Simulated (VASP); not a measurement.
Input of a VASP 6.6.1 run:

The input INCAR:

```
SYSTEM = FeNi3
ALGO = Normal
EDIFF = 1E-7
ENCUT = 520
GGA = PE
ISIF = 2
ISMEAR = 0
ISPIN = 2
LASPH = .TRUE.
LCHARG = .FALSE.
LMAXMIX = 4
LORBIT = 11
LREAL = .FALSE.
LWAVE = .FALSE.
MAGMOM = 3.2 0.75 0.75 0.75
NBANDS = 31
NELM = 150
PREC = Accurate
SIGMA = 0.1
```

The input KPOINTS:

```
k-points
0
G
  12 12 12
  0 0 0
```

POSCAR

```
FeNi3
1.0
    3.4713491778      0.0000000000      0.0000000000
    0.0000000000      3.4713491778      0.0000000000
    0.0000000000      0.0000000000      3.4713491778
Fe Ni
1 3
Direct
    0.0000000000      0.0000000000      0.0000000000
    0.0000000000      0.5000000000      0.5000000000
    0.5000000000      0.0000000000      0.5000000000
    0.5000000000      0.5000000000      0.0000000000
```

Potentials or basis: VASP PAW PBE potentials, release 64 (Fe, Ni).

Launch:

```sh
$ cat potpaw_PBE.64/Fe/POTCAR potpaw_PBE.64/Ni/POTCAR > POTCAR
$ mpirun -np 1 vasp_std > vasp.out
```

(1) Predict the net moment.

(2) Estimate the pressure.

(3) Predict the site moments.

Answers

(1) 4.73 μB per cell.

(2) 13.8 GPa.

(3) Fe +2.84; Ni +0.63 μB.
